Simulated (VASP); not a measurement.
# TiAl3: single point with r2SCAN

The system is TiAl3.

```
Ti Al
1.0
     3.90048    0.00000    0.00000
     0.00000    3.90048    0.00000
     0.00000    0.00000    8.73511
Ti Al
2 6
Cartesian
  0.0000 0.0000 0.0000
  1.9502 1.9502 4.3676
  1.9502 1.9502 0.0000
  0.0000 1.9502 2.1838
  1.9502 0.0000 2.1838
  0.0000 0.0000 4.3676
  1.9502 0.0000 6.5513
  0.0000 1.9502 6.5513
```

This cell differs from its parent crystal: equal strain along all axes, cell held: +2.0 %.

```yaml
Program: VASP 6.6.1
Task: single point
Functional: r2SCAN
Potentials_or_basis: VASP PAW PBE potentials, release 64 (Ti_sv, Al)
Cutoff: 520 eV
k_mesh: 10 × 10 × 4
Occupations: gaussian, width 0.1 eV
Spin: no spin polarisation
Dipole_correction: no
Further_INCAR_settings: ALGO = Normal; EDIFF = 1e-06; NBANDS = 31
```

* Pressure: -6.1 GPa
* Band gap on the k mesh: zero (bands 21 and 22 overlap by 2.16 eV)

Stress tensor (GPa, compression positive):
```
-6.29  0.00  0.00
 0.00 -6.29  0.00
 0.00  0.00 -5.87
```

Levels at points of the mesh, in eV from the Fermi level:
```tsv
k point	band 18	band 19	band 20	band 21	band 22	band 23	band 24	band 25
(0.00, 0.00, 0.00)	-1.06	-1.06	-0.24	0.76	0.76	0.81	0.93	1.64
(0.50, 0.00, 0.00)	-1.06	-1.05	-1.05	0.28	0.28	1.91	1.91	2.42
(0.50, 0.50, 0.00)	-2.95	-2.30	-2.30	-0.98	-0.98	1.80	1.80	2.08
(0.00, 0.00, 0.50)	-1.17	-0.24	-0.24	0.87	0.87	1.16	1.16	1.16
(0.50, 0.00, 0.50)	-1.10	-0.22	-0.22	0.55	0.55	1.91	1.91	2.07
(0.50, 0.50, 0.50)	-1.93	-1.93	-1.93	-1.28	-1.28	0.85	0.85	1.80
```

It took 18 min on 1 thread of Oxide Virtual Turin-like Processor, on a shared host, peak memory 0.36 GiB.

Caveat: the cell differs from its parent crystal (equal strain along all axes, cell held: +2.0 %); the cell stands under tension; the PAW data sets were made with another functional, which shifts forces and pressure a little.
